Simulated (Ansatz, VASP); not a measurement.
Two plane-wave programs on WC

```
CELL_PARAMETERS angstrom
0.00000 2.16200 2.16200
2.16200 0.00000 2.16200
2.16200 2.16200 0.00000
ATOMIC_POSITIONS crystal
W 0.00000 0.00000 0.00000
C 0.50000 0.50000 0.50000
```

Alike in both runs: functional LDA; k mesh 9 × 9 × 9; occupations methfessel-paxton of order 1, width 0.15 eV; no spin polarisation.

Ansatz relaxed the structure, and its values are those at the end. VASP's run is a single point on that final structure, the one shown.

|  | VASP | Ansatz |
| --- | --- | --- |
| version | VASP 6.6.1 | Ansatz 0.2.0 |
| potentials or method | VASP PAW LDA potentials, release 64 (W_sv, C_h), cutoff 1300 eV | plane waves, PAW |
| valence electrons in the cell | 18 | 18 |

```tsv
	VASP	Ansatz	Ansatz less VASP
pressure (GPa)	2.3	0.0	-2.37
```

LDA's correlation is that of Perdew and Zunger in VASP and of Perdew and Wang (1992) in Ansatz.

Spin-orbit coupling is off throughout.
